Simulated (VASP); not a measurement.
A run of VASP 6.6.1 is set up as follows.

The input INCAR:

```
ALGO = Normal
EDIFF = 1E-7
EDIFFG = -0.005
ENCUT = 600
GGA = PE
IBRION = 2
ISIF = 3
ISMEAR = -1
LASPH = True
LCHARG = False
LREAL = False
LWAVE = False
NELM = 80
NSW = 32
PREC = Accurate
PSTRESS = 550.0
SIGMA = 0.1
```

File KPOINTS:

```
k-points
0
Gamma
  15 15 15
```

POSCAR

```
Au
1.0
    2.5230875905      0.0000000000      0.0000000000
    0.0000000000      2.5230875905      0.0000000000
    0.0000000000      0.0000000000      2.5230875905
Au
1
Direct
    0.0000000000      0.0000000000      0.0000000000
```

Potentials or basis: VASP PAW PBE potentials, release 64 (Au).

Command:

```console
$ cat potpaw_PBE.64/Au/POTCAR > POTCAR
$ mpirun -np 1 vasp_std > vasp.out
```

Problem. Predict the space group after relaxing (to 0.1 Å).

Solution. Pm-3m (No. 221).

Problem. Predict the relaxed volume.

Solution. 16.04 Å³/atom.

Problem. Estimate the band gap on the k mesh.

Solution. Zero (an odd number of electrons rules out a gap without spin polarisation).

The path:
```csv
step,energy change (eV),largest force (eV/Å),pressure (GPa),volume (Å³)
1,0.0000,0.0000,54.57,16.06
2,0.0344,0.0000,56.89,15.96
3,0.0065,0.0000,55.01,16.04
```

Caveat: the cell is relaxed towards a set pressure, so the run minimises the enthalpy, not the energy; spin-orbit coupling is left out, which moves the levels of the heavy elements.
